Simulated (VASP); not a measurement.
Runs of VASP 6.6.1 on Ba2TeS. The structure is that of space group P4/mmm (No. 123), or close to it. The cells are those of the table. 

| level | cell | k mesh | gap on the mesh (eV) | pressure (GPa) |
| --- | --- | --- | --- | --- |
| r2SCAN | a = 4.695, b = 4.695, c = 6.645 Å, 4 atoms | 4 × 4 × 4 | 1.91 | (a) |
| r2SCAN | a = 4.840, b = 4.840, c = 6.851 Å, 4 atoms | 4 × 4 × 4 | (b) | -0.6 |
| PBE | a = 4.793, b = 4.793, c = 6.784 Å, 4 atoms | 6 × 6 × 4 | 1.70 | 0.4 |
| PBE | a = 4.747, b = 4.747, c = 6.720 Å, 4 atoms | 4 × 4 × 4 | 1.63 | 1.5 |
| PBE | a = 4.796, b = 4.796, c = 6.789 Å, 4 atoms | 4 × 4 × 4 | 1.70 | 0.4 |

Alike in all rows: task single point; potentials or basis VASP PAW PBE potentials, release 64 (S, Ba_sv, Te); no spin polarisation; cutoff (eV) 520; smearing gaussian 0.01 eV.

Problem. Estimate the missing entries.

Solution. (a) 3.1; (b) 2.12.

Caveats: spin-orbit coupling is left out, which moves the levels of the heavy elements; the PAW data sets were made with another functional, which shifts forces and pressure a little (at least some runs); the cell stands under pressure (at least some runs).

A k mesh can miss the band edges, and the runs leave out spin-orbit coupling on Ba, Te.
